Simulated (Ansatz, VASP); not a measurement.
**Two plane-wave programs on MgO**

```
Mg O
1.0
     0.00000    2.39675    1.69450
     2.39675    0.00000    1.69450
     2.39675    2.39675    0.00000
Mg O
1 1
Direct
  0.00000 0.00000 0.00000
  0.50000 0.50000 0.50000
```

Alike in both runs: task single point; functional r2SCAN; k mesh 10 × 10 × 10; occupations gaussian, width 0.05 eV; no spin polarisation.

```csv
,VASP,Ansatz
version,VASP 6.6.1,Ansatz 0.2.0
potentials or method,"VASP PAW PBE potentials, release 64 (Mg, O), cutoff 520 eV","scalar-relativistic, plane waves, PAW"
valence electrons in the cell,8,16
```

|  | VASP | Ansatz | Ansatz less VASP |
| --- | --- | --- | --- |
| gap on the k mesh at the Fermi level (eV) | 4.41 | 4.42 | +0.013 |
| least direct gap on the mesh (eV) | 4.41 | 4.42 | +0.013 |

VASP's potentials were made for PBE, not for r2SCAN. With one functional, cell and mesh, what is left measures potentials, basis and numerics. VASP's potentials hold 8 valence electrons a cell and Ansatz's 16, so a difference there can come from the potentials and not from the codes.
